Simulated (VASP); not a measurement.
Write the native input for VASP 6.6.1 that does the following.

- Task: single point
- Functional: PBE
- Potentials or basis: VASP PAW PBE potentials, release 64 (Rb_sv, Br)
- Cutoff: 520 eV
- k mesh: 6 × 6 × 6
- Occupations: gaussian, width 0.02 eV
- Spin: no spin polarisation
- Dipole correction: no
- Further INCAR settings: ALGO = Normal; EDIFF = 1e-06; NBANDS = 15

The structure of RbBr lies in POSCAR:

```
RbBr
1.0
    0.0000000000      3.5466741750      3.5466741750
    3.5466741750      0.0000000000      3.5466741750
    3.5466741750      3.5466741750      0.0000000000
Rb Br
1 1
Direct
    0.0000000000      0.0000000000      0.0000000000
    0.5000000000      0.5000000000      0.5000000000
```

This cell differs from its parent crystal: strained.

The input as run:

INCAR

```
SYSTEM = RbBr
PREC = Accurate
ENCUT = 520
EDIFF = 1E-6
ISMEAR = 0
SIGMA = 0.02
LREAL = .FALSE.
LASPH = .TRUE.
NELM = 60
ALGO = Normal
ISIF = 2
LWAVE = .FALSE.
LCHARG = .FALSE.
GGA = PE
NBANDS = 15
```

KPOINTS

```
regular mesh
0
G
  6 6 6
  0 0 0
```

Potentials or basis: VASP PAW PBE potentials, release 64 (Rb_sv, Br).

Run with:

```sh
$ cat potpaw_PBE.64/Rb_sv/POTCAR potpaw_PBE.64/Br/POTCAR > POTCAR
$ mpirun -np 1 vasp_std > vasp.out
```

It gave:

The pressure is -0.3 GPa. The band gap on the k mesh is 4.11 eV, direct.

Caveat: the cell differs from its parent crystal (strained).

Run time: 23 s on 1 thread of Intel Xeon 6975P-C, with other jobs on the host, peak memory 0.24 GiB.
